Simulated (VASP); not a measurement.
Wanted: the native input for a VASP 6.6.1 run.

- Task: single point
- Functional: PBE
- Potentials or basis: VASP PAW PBE potentials, release 64 (Pt)
- Cutoff: 520 eV
- k mesh: 12 × 12 × 12
- Occupations: fermi-dirac, width 0.08 eV
- Spin: no spin polarisation
- Dipole correction: no
- Further INCAR settings: ALGO = Normal; EDIFF = 1e-06; NBANDS = 11

The structure of Pt lies in POSCAR:

```
Pt
1.0
    2.6249474257      0.0000000000      0.0000000000
    0.0000000000      2.6249474257      0.0000000000
    0.0000000000      0.0000000000      2.6249474257
Pt
1
Direct
    0.0000000000      0.0000000000      0.0000000000
```

These files were run (other wordings do the same):

INCAR

```
PREC = Accurate ; ENCUT = 520
EDIFF = 1E-6 ; ISMEAR = -1
SIGMA = 0.08 ; LREAL = F
LASPH = T ; NELM = 80
ALGO = Normal ; ISIF = 2
LWAVE = F ; LCHARG = T
GGA = PE ; LELF = T
LVHAR = T ; NBANDS = 11
```

KPOINTS

```
regular mesh
0
Gamma
  12 12 12
```

Potentials or basis: VASP PAW PBE potentials, release 64 (Pt).

The run is started by

```sh
$ cat potpaw_PBE.64/Pt/POTCAR > POTCAR
$ mpirun -np 1 vasp_std > vasp.out
```

It gave:

```
Pressure               : -0.5 GPa
Band gap on the k mesh : zero (band 5 reaches 10.21 eV, above the bottom of band 6 at 7.22 eV)
```

Caveat: spin-orbit coupling is left out, which moves the levels of the heavy elements.

It took 11 s on 1 thread of Intel(R) Xeon(R) Platinum 8259CL CPU @ 2.50GHz (Skylake/Cascade Lake), with other jobs on the host, peak memory 0.13 GiB.
